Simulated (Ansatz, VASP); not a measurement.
Two plane-wave programs on NiO

```
Ni O
1.0
     0.00000    2.11752    2.11752
     2.11752    0.00000    2.11752
     2.11752    2.11752    0.00000
Ni O
1 1
Direct
  0.00000 0.00000 0.00000
  0.50000 0.50000 0.50000
```

Alike in both runs: task single point; functional revPBE; dispersion D4; k mesh 10 × 10 × 10; occupations gaussian, width 0.05 eV; collinear spin; Hubbard terms Ni d U = 6.2 eV.

|  | VASP | Ansatz |
| --- | --- | --- |
| version | VASP 6.6.1 | Ansatz 0.2.0 |
| potentials or method | VASP PAW PBE potentials, release 64 (Ni, O), cutoff 600 eV | scalar-relativistic, plane waves, PAW |
| valence electrons in the cell | 16 | 24 |

Ansatz gave:

```
gap on the k mesh at the Fermi level (eV)                     : 2.10
least direct gap on the mesh (eV)                             : 2.99
pressure (GPa)                                                : -0.3
net moment per atom (μB)                                      : 1.00
size of the moment on the site where the two differ most (μB) : 1.74
```

Q: What did VASP give for the same quantities?

A: gap on the k mesh at the Fermi level (eV): 2.54; least direct gap on the mesh (eV): 3.25; pressure (GPa): -9.3; net moment per atom (μB): 1.00; size of the moment on the site where the two differ most (μB): 1.83.

VASP's potentials were made for PBE, not for revPBE. Site moments also hang on the region over which each program counts them. The programs project onto different local orbitals, so the same U acts differently, and such runs can settle in different states. VASP's potentials hold 16 valence electrons a cell and Ansatz's 24, so a difference there can come from the potentials and not from the codes. Ansatz's warnings: dispersion switch in reach, stability check not made.
